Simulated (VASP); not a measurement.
# CaO in VASP: further runs

CaO is run at these levels: PBE, r2SCAN, HSE06; tasks: single point.

All numbers are computed with VASP 6.6.1; they aren't measurements. Logs are shortened: lines on timing, memory, paths and dates and some standing lists are left out, and cuts for length are marked.

## 1. The cell of the first run

Symmetry: Immm, No. 71, orthorhombic system. The conventional cell has a = 3.357 Å, b = 3.425 Å, c = 4.795 Å, α = 90.00°, β = 90.00°, γ = 90.00°. Within 3.2 Å of Ca (site symmetry mmm) lie 6 O at 2.40 Å. O (site symmetry mmm) has 6 Ca at 2.40 Å within 3.2 Å.

## 2. Single point, PBE (shear xy strain -2.0%)

INCAR reads:

```
PREC = Accurate
ENCUT = 520
EDIFF = 1E-6
ISMEAR = -1
SIGMA = 0.02
LREAL = False
LASPH = True
NELM = 100
ALGO = Normal
ISIF = 2
LWAVE = False
LCHARG = False
GGA = PE
NBANDS = 15
```

KPOINTS reads:

```
Automatic mesh
0
Gamma
  10 10 10
```

POSCAR reads:

```
CaO
1.0
   -0.0239755013      2.3975501260      2.3975501260
    2.3975501260     -0.0239755013      2.3975501260
    2.3735746247      2.3735746247      0.0000000000
Ca O
1 1
Direct
    0.0000000000      0.0000000000      0.0000000000
    0.5000000000      0.5000000000      0.5000000000
```

Potentials or basis: VASP PAW PBE potentials, release 64 (Ca_sv, O).

Run with:

```
$ cat potpaw_PBE.64/Ca_sv/POTCAR potpaw_PBE.64/O/POTCAR > POTCAR
$ mpirun -np 1 vasp_std > vasp.out
```

OUTCAR:

```text
PREC = Accurate
   ENCUT = 520
   EDIFF = 1E-6
   ISMEAR = -1
   LREAL = False
   LASPH = True
   NELM = 100
   ISIF = 2
   GGA = PE

 ion  position               nearest neighbor table
   1  0.000  0.000  0.000-   2 2.40   2 2.40   2 2.40   2 2.40   2 2.40   2 2.40
   2  0.500  0.500  0.500-   1 2.40   1 2.40   1 2.40   1 2.40   1 2.40   1 2.40

  LATTYP: Found a body centered orthorhombic cell.
 ALAT       =     3.3567414256
 B/A-ratio  =     1.0202020202
 C/A-ratio  =     1.4284985479

  Lattice vectors:

 A1 = (   0.0239755013,  -2.3975501260,  -2.3975501260)
 A2 = (  -0.0239755013,   2.3975501260,  -2.3975501260)
 A3 = (   2.3975501260,  -0.0239755013,   2.3975501260)

Analysis of symmetry for initial positions (statically):
=====================================================================
 Subroutine PRICEL returns:
 Original cell was already a primitive cell.

 Routine SETGRP: Setting up the symmetry group for a
 body centered orthorhombic supercell.

 Subroutine GETGRP returns: Found  8 space group operations
 (whereof  8 operations were pure point group operations)
 out of a pool of  8 trial point group operations.

The static configuration has the point symmetry D_2h.

Analysis of symmetry for dynamics (positions and initial velocities):
=====================================================================
 Subroutine PRICEL returns:
 Original cell was already a primitive cell.

 Routine SETGRP: Setting up the symmetry group for a
 body centered orthorhombic supercell.

 Subroutine GETGRP returns: Found  8 space group operations
 (whereof  8 operations were pure point group operations)
 out of a pool of  8 trial point group operations.

The dynamic configuration has the point symmetry D_2h.

 Subroutine INISYM returns: Found  8 space group operations
 (whereof  8 operations are pure point group operations),
 and found     1 'primitive' translations

----------------------------------------------------------------------------------------

                                     Primitive cell

  volume of cell :      27.5607

  direct lattice vectors                    reciprocal lattice vectors
    -0.023975501  2.397550126  2.397550126    -0.206481399  0.206481399  0.208546213
     2.397550126 -0.023975501  2.397550126     0.206481399 -0.206481399  0.208546213
     2.373574625  2.373574625  0.000000000     0.210652741  0.210652741 -0.208546213

  length of vectors
     3.390732670  3.390732670  3.356741426     0.358832356  0.358832356  0.363649113

  position of ions in fractional coordinates (direct lattice)
     0.000000000  0.000000000  0.000000000
     0.500000000  0.500000000  0.500000000

  ion indices of the primitive-cell ions
   primitive index   ion index
                 1           1
                 2           2

----------------------------------------------------------------------------------------

 KPOINTS: Automatic mesh

Automatic generation of k-mesh.
 Grid dimensions read from file:
 generate k-points for:   10   10   10

 Generating k-lattice:

  Cartesian coordinates                     Fractional coordinates (reciprocal lattice)
    -0.020648140  0.020648140  0.020854621     0.100000000 -0.000000000  0.000000000
     0.020648140 -0.020648140  0.020854621    -0.000000000  0.100000000  0.000000000
     0.021065274  0.021065274 -0.020854621     0.000000000  0.000000000  0.100000000

  Length of vectors
     0.035883236  0.035883236  0.036364911

  Shift w.r.t. Gamma in fractional coordinates (k-lattice)
     0.000000000  0.000000000  0.000000000

 Subroutine IBZKPT returns following result:
 ===========================================

 Found    171 irreducible k-points:

 Following reciprocal coordinates:
            Coordinates               Weight
  0.000000  0.000000  0.000000      1.000000
  0.100000  0.000000  0.000000      4.000000
  0.200000  0.000000  0.000000      4.000000
  0.300000  0.000000  0.000000      4.000000
  0.400000  0.000000  0.000000      4.000000
  0.500000  0.000000  0.000000      2.000000
[... 16 lines left out ...]
  0.300000  0.300000  0.000000      2.000000
  0.400000  0.300000  0.000000      4.000000
 [... further k-points ...]
   k-points           NKPTS =    171   k-points in BZ     NKDIM =    171   number of bands    NBANDS=     15
   number of dos      NEDOS =    301   number of ions     NIONS =      2
   total plane-waves  NPLWV =  21952
   dimension x,y,z NGX =    28 NGY =   28 NGZ =   28
   dimension x,y,z NGXF=    56 NGYF=   56 NGZF=   56
   ions per type =               1   1
   NGX,Y,Z   is equivalent  to a cutoff of  13.73, 13.73, 13.87 a.u.
   NGXF,Y,Z  is equivalent  to a cutoff of  27.46, 27.46, 27.73 a.u.
 SYSTEM =  unknown system
   PREC   = accura    normal or accurate (medium, high low for compatibility)
   ISTART =      0    job   : 0-new  1-cont  2-samecut
   ICHARG =      2    charge: 1-file 2-atom 10-const
   ISPIN  =      1    spin polarized calculation?
   LNONCOLLINEAR =      F non collinear calculations
   LSORBIT =      F    spin-orbit coupling
   LASPH  =      T    aspherical Exc in radial PAW
   ENCUT  =  520.0 eV  38.22 Ry    6.18 a.u.   6.30  6.30  6.24*2*pi/ulx,y,z
   NELM   =    100;   NELMIN=  2; NELMDL= -5     # of ELM steps
   EDIFF  = 0.1E-05   stopping-criterion for ELM
   LREAL  =      F    real-space projection
   EDIFFG = 0.1E-04   stopping-criterion for IOM
   NSW    =      0    number of steps for IOM
   IBRION =     -1    ionic relax: 0-MD 1-quasi-New 2-CG
   NFREE  =      0    steps in history (QN), initial steepest desc. (CG)
   ISIF   =      2    stress and relaxation
   ISYM   =      2    0-nonsym 1-usesym 2-fastsym
   POTIM  = 0.5000    time-step for ionic-motion
   TEBEG  =    0.0;   TEEND  =   0.0 temperature during run
   PSTRESS=    0.0 pullay stress
   NELECT =      16.0000    total number of electrons
   NUPDOWN=      -1.0000    fix difference up-down
   EMIN   =  10.00;   EMAX   =-10.00  energy-range for DOS
   EFERMI =   0.00;   METHOD = LEGACY
   ISMEAR =    -1;   SIGMA  =   0.02  broadening in eV -4-tet -1-fermi 0-gaus
   EFERMI_NEDOS =   21; number of points for ismear=-14 and -15
   IALGO  =     38    algorithm
   IMIX   =      4    mixing-type and parameters
     AMIX     =   0.40;   BMIX     =  1.00
     AMIX_MAG =   1.60;   BMIX_MAG =  1.00
  volume/ion in A,a.u.               =      13.78        92.99
  Fermi-wavevector in a.u.,A,eV,Ry     =   1.365688  2.580777 25.376290  1.865105
  Thomas-Fermi vector in A             =   2.491895
   LORBIT       =      0    0 simple, 1 ext, 2 COOP (PROOUT), +10 PAW based schemes
   GGA     = PE    functional components
   LHFCALC =     F    Hartree Fock is set to
   AEXX    =    0.0000 exact exchange contribution
   IVDW    =     0    specifies the selected vdW correction
   LEPSILON=     F    determine dielectric tensor
   LRPA    =     F    only Hartree local field effects (RPA)
 non-spin polarized calculation
  energy-cutoff  :      520.00
  volume of cell :       27.56
 maximum number of plane-waves:       755
 NGX is ok and might be reduce to    28
   NGX = 13   NGY = 13   NGZ = 13

 number of electron      15.9999997 magnetization

 Free energy of the ion-electron system (eV)
  ---------------------------------------------------
  ext. energy  EPLUGINS =         0.00000000
  ---------------------------------------------------
  free energy    TOTEN  =       -12.79506136 eV

  energy without entropy =      -12.79506136  energy(sigma->0) =      -12.79506136

 E-fermi :   2.9353     XC(G=0): -10.5105

 val. band max:        2.4268398869   @ k =   0.0000   0.0000   0.0000
 cond. band min:       6.0231175782   @ k =   0.5000   0.5000   0.0000
 fundamental gap:      3.5962776913
 Fermi energy:         2.9352655497

 k-point     1 :       0.0000    0.0000    0.0000
  band No.  band energies     occupation
      1     -35.2189      2.00000
      2     -15.9781      2.00000
      3     -15.9774      2.00000
      4     -15.9761      2.00000
      5     -13.1542      2.00000
      6       2.3597      2.00000
      7       2.3915      2.00000
      8       2.4268      2.00000
      9       7.1574      0.00000
     10       8.5332      0.00000
     11       8.6339      0.00000
     12       8.7342      0.00000
     13      10.1518      0.00000
     14      10.1527      0.00000
     15      17.5101      0.00000

 k-point     2 :       0.1000    0.0000    0.0000
  band No.  band energies     occupation
      1     -35.2092      2.00000
      2     -16.1238      2.00000
      3     -15.9822      2.00000
      4     -15.9816      2.00000
      5     -13.0011      2.00000
      6       2.0096      2.00000
      7       2.2413      2.00000
      8       2.2905      2.00000
      9       7.6138      0.00000
     10       8.5399      0.00000
     11       8.7748      0.00000
     12       8.9021      0.00000
     13      10.3927      0.00000
     14      10.3941      0.00000
     15      17.8956      0.00000

 k-point     3 :       0.2000    0.0000    0.0000
  band No.  band energies     occupation
      1     -35.1837      2.00000
      2     -16.4527      2.00000
      3     -15.9957      2.00000
      4     -15.9939      2.00000
      5     -12.6522      2.00000
      6       1.2394      2.00000
      7       1.9049      2.00000
      8       1.9633      2.00000
      9       8.5376      0.00000
     10       8.7069      0.00000
     11       9.2390      0.00000
     12       9.3651      0.00000
     13      11.0180      0.00000
     14      11.0216      0.00000
     15      18.4479      0.00000

 k-point     4 :       0.3000    0.0000    0.0000
  band No.  band energies     occupation
      1     -35.1518      2.00000
      2     -16.7929      2.00000
      3     -16.0131      2.00000
      4     -16.0082      2.00000
      5     -12.2851      2.00000
      6       0.4686      2.00000
      7       1.5374      2.00000
      8       1.6047      2.00000
      9       8.8158      0.00000
     10       9.7770      0.00000
     11       9.9272      0.00000
     12       9.9989      0.00000
     13      11.8133      0.00000
     14      11.8198      0.00000
     15      17.9416      0.00000
[... 307 lines left out ...]
 k-point    22 :      -0.2000    0.2000    0.0000
  band No.  band energies     occupation
      1     -35.1418      2.00000
      2     -16.7220      2.00000
      3     -16.1612      2.00000
      4     -16.0039      2.00000
      5     -12.3076      2.00000
      6       0.4854      2.00000
      7       1.4581      2.00000
      8       1.7540      2.00000
      9       8.6073      0.00000
     10       9.5336      0.00000
     11       9.8074      0.00000
     12      10.4527      0.00000
     13      12.0990      0.00000
     14      12.3209      0.00000
     15      18.3800      0.00000

 k-point    23 :       0.3000    0.3000    0.0000
  band No.  band energies     occupation
      1     -35.1283      2.00000
      2     -16.5775      2.00000
      3     -16.1360      2.00000
      4     -16.1238      2.00000
      5     -12.6200      2.00000
      6       0.6434      2.00000
      7       2.0074      2.00000
      8       2.0952      2.00000
      9       6.7299      0.00000
     10       9.5185      0.00000
     11      10.8840      0.00000
     12      10.9619      0.00000
     13      11.0390      0.00000
     14      12.8658      0.00000
     15      19.7069      0.00000

 k-point    24 :       0.4000    0.3000    0.0000
  band No.  band energies     occupation
      1     -35.1080      2.00000
      2     -16.6416      2.00000
      3     -16.1849      2.00000
      4     -16.1468      2.00000
      5     -12.6238      2.00000
      6       0.7061      2.00000
      7       1.8020      2.00000
      8       1.9864      2.00000
      9       6.6883      0.00000
     10      10.0915      0.00000
     11      11.2092      0.00000
     12      11.2823      0.00000
     13      11.4488      0.00000
     14      13.2551      0.00000
     15      18.0241      0.00000

 [... further k-points ...]

------------------------ aborting loop because EDIFF is reached ----------------------------------------

  FORCE on cell =-STRESS in cart. coord.  units (eV):
  Direction    XX          YY          ZZ          XY          YZ          ZX
  --------------------------------------------------------------------------------------
  -------------------------------------------------------------------------------------
  Total        0.5271173      0.5271173      0.5202516      0.2601857      0.0000000      0.0000000
  in kB       30.6427802     30.6427802     30.2436626     15.1253151      0.0000000      0.0000000
  external PRESSURE =      30.5097410 kB  Pullay stress =       0.0000000 kB

 VOLUME and BASIS-vectors are now :
 -----------------------------------------------------------------------------
  energy-cutoff  :      520.00
  volume of cell :       27.56
      direct lattice vectors                 reciprocal lattice vectors
    -0.023975501  2.397550126  2.397550126    -0.206481399  0.206481399  0.208546213
     2.397550126 -0.023975501  2.397550126     0.206481399 -0.206481399  0.208546213
     2.373574625  2.373574625  0.000000000     0.210652741  0.210652741 -0.208546213

 POSITION                                       TOTAL-FORCE (eV/Angst)
 -----------------------------------------------------------------------------------
      0.00000      0.00000      0.00000        -0.000000      0.000000      0.000000
      2.37357      2.37357      2.39755         0.000000     -0.000000      0.000000
 -----------------------------------------------------------------------------------
    total drift:                                0.000000      0.000000      0.000000

  FREE ENERGIE OF THE ION-ELECTRON SYSTEM (eV)
  ---------------------------------------------------
  free  energy   TOTEN  =       -12.7950613612 eV

  energy  without entropy=      -12.7950613612  energy(sigma->0) =      -12.79506136
```

Run time: 64 s. Hardware: 1 thread of Intel Xeon Platinum 8259CL at 2.50GHz (Skylake/Cascade Lake), shared host; peak memory 0.21 GiB.

Results:

```
Free energy            : -12.7951 eV
Pressure               : 3.1 GPa
Band gap on the k mesh : 3.60 eV, indirect (least direct gap 3.96 eV)
```

Stress tensor (GPa, compression positive):
```
3.06 1.51 0.00
1.51 3.06 0.00
0.00 0.00 3.02
```

Levels at points of the mesh, in eV from the valence-band top:
```
           k point  band 6  band 7  band 8  band 9  band 10  band 11
(0.00, 0.00, 0.00)   -0.07   -0.04    0.00    4.73     6.11     6.21
(0.50, 0.00, 0.00)   -2.69   -1.25   -1.18    7.02     8.26     8.39
(0.50, 0.50, 0.00)   -1.33   -0.45   -0.36    3.60     8.06     8.90
(0.00, 0.00, 0.50)   -2.69   -1.32   -1.25    7.06     8.33     8.47
(0.50, 0.00, 0.50)   -1.33   -0.41   -0.41    3.60     8.05     8.89
```

Caveat: the cell differs from its parent crystal (shear xy strain -2.0%). A k mesh can miss the band edges.

## 3. Single point, r2SCAN (shear xy strain -2.0%)

POSCAR is that of step 2.

INCAR.step1 reads:

```
SYSTEM = CaO
PREC = Accurate
ENCUT = 520
ISMEAR = 0
SIGMA = 0.01
LREAL = .False.
LASPH = .True.
NELM = 80
NBANDS = 15
GGA = PE
ALGO = Normal
EDIFF = 1E-4
LWAVE = .True.
LCHARG = .False.
```

INCAR.step2 reads:

```
SYSTEM = CaO
PREC = Accurate
ENCUT = 520
EDIFF = 1E-7
ISMEAR = 0
SIGMA = 0.01
LREAL = .False.
LASPH = .True.
NELM = 80
ALGO = Normal
ISIF = 2
LWAVE = .False.
LCHARG = .False.
METAGGA = R2SCAN
LMIXTAU = .True.
NBANDS = 15
ISTART = 1
```

KPOINTS reads:

```
regular mesh
0
Gamma
  10 10 10
  0 0 0
```

Potentials or basis: VASP PAW PBE potentials, release 64 (Ca_sv, O).

Run with:

```
$ cat potpaw_PBE.64/Ca_sv/POTCAR potpaw_PBE.64/O/POTCAR > POTCAR
$ cp INCAR.step1 INCAR
$ mpirun -np 1 vasp_std > vasp.out
$ cp INCAR.step2 INCAR
$ mpirun -np 1 vasp_std > vasp.out
```

Wall time 5.2 min (1 thread of Intel Xeon Platinum 8259CL at 2.50GHz (Skylake/Cascade Lake), shared host); peak memory 0.22 GiB.

Results (log left out):

```
Free energy            : -19.4503 eV
Pressure               : 1.1 GPa
Band gap on the k mesh : 4.15 eV, indirect (least direct gap 4.51 eV)
```

Stress tensor (GPa, compression positive):
```
1.07 1.57 0.00
1.57 1.07 0.00
0.00 0.00 1.03
```

Levels at points of the mesh, in eV from the valence-band top:
```tsv
k point	band 6	band 7	band 8	band 9	band 10	band 11
(0.00, 0.00, 0.00)	-0.07	-0.04	0.00	5.45	6.73	6.84
(0.50, 0.00, 0.00)	-2.66	-1.25	-1.17	7.66	8.95	9.08
(0.50, 0.50, 0.00)	-1.33	-0.45	-0.36	4.15	8.78	9.64
(0.00, 0.00, 0.50)	-2.66	-1.32	-1.24	7.71	9.02	9.16
(0.50, 0.00, 0.50)	-1.33	-0.41	-0.41	4.15	8.77	9.63
```

Caveat: the cell differs from its parent crystal (shear xy strain -2.0%); the PAW data sets were made with another functional, which shifts forces and pressure a little. A k mesh can miss the band edges.

(Continued in part 2 of 2.)
